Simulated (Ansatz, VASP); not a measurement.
# Two plane-wave programs on PbO2

```
CELL_PARAMETERS angstrom
5.03012 0.00000 0.00000
0.00000 5.03012 0.00000
0.00000 0.00000 3.43954
ATOMIC_POSITIONS crystal
Pb 0.00000 0.00000 0.00000
Pb 0.50000 0.50000 0.50000
O 0.30752 0.30752 0.00000
O 0.19248 0.80752 0.50000
O 0.80752 0.19248 0.50000
O 0.69248 0.69248 0.00000
```

Alike in both runs: functional PBE; dispersion D3(BJ); k mesh 8 × 8 × 10; occupations gaussian, width 0.01 eV; no spin polarisation.

Ansatz relaxed the structure, and its values are those at the end. VASP's run is a single point on that final structure, the one shown.

|  | VASP | Ansatz |
| --- | --- | --- |
| version | VASP 6.6.1 | Ansatz 0.2.0 |
| potentials or method | VASP PAW PBE potentials, release 64 (Pb_d, O), cutoff 520 eV | scalar-relativistic, plane waves, PAW |
| valence electrons in the cell | 52 | 52 |

|  | VASP | Ansatz | Ansatz less VASP |
| --- | --- | --- | --- |
| gap on the k mesh at the Fermi level (eV) | 0.05 | 0.05 | -0.001 |
| least direct gap on the mesh (eV) | 0.07 | 0.08 | +0.012 |
| pressure (GPa) | 0.2 | 0.0 | -0.24 |
| rms of the force components (eV/Å) | 0.004 | 0.000 | -0.0040 |

Neither program's run includes spin-orbit coupling.
